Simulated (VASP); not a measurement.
BAs, 2 atoms in the cell. The structure is cubic, space group F-43m (No. 216). Conventional cell: a = 4.841 Å, b = 4.841 Å, c = 4.841 Å, α = 90.00°, β = 90.00°, γ = 90.00°. B (site symmetry -43m) has 4 As at 2.10 Å within 2.8 Å. Within 2.8 Å of As (site symmetry -43m) lie 4 B at 2.10 Å. 

* Program: VASP 6.6.1
* Task: vibrations by perturbation theory
* Functional: PBE
* Potentials or basis: VASP PAW PBE potentials, release 64 (B, As)
* Cutoff: 520 eV
* k mesh: 10 × 10 × 10
* Occupations: gaussian, width 0.01 eV
* Spin: no spin polarisation
* Dipole correction: no
* Further INCAR settings: ALGO = Normal; EDIFF = 1e-08; IBRION = 8; NSW = 1

Potentials or basis: VASP PAW PBE potentials, release 64 (B, As).

Command:

```console
$ cat potpaw_PBE.64/B/POTCAR potpaw_PBE.64/As/POTCAR > POTCAR
$ mpirun -np 1 vasp_std > vasp.out
```

Hardware: 1 thread of Intel Xeon 8259CL, with other jobs on the host.

**Question.** How long does it take, and how much memory?

**Answer.** Run time: 5.8 min on 1 thread of Intel Xeon 8259CL, on a shared host, peak memory 0.26 GiB. Counts: scf iterations 121, k points 47.
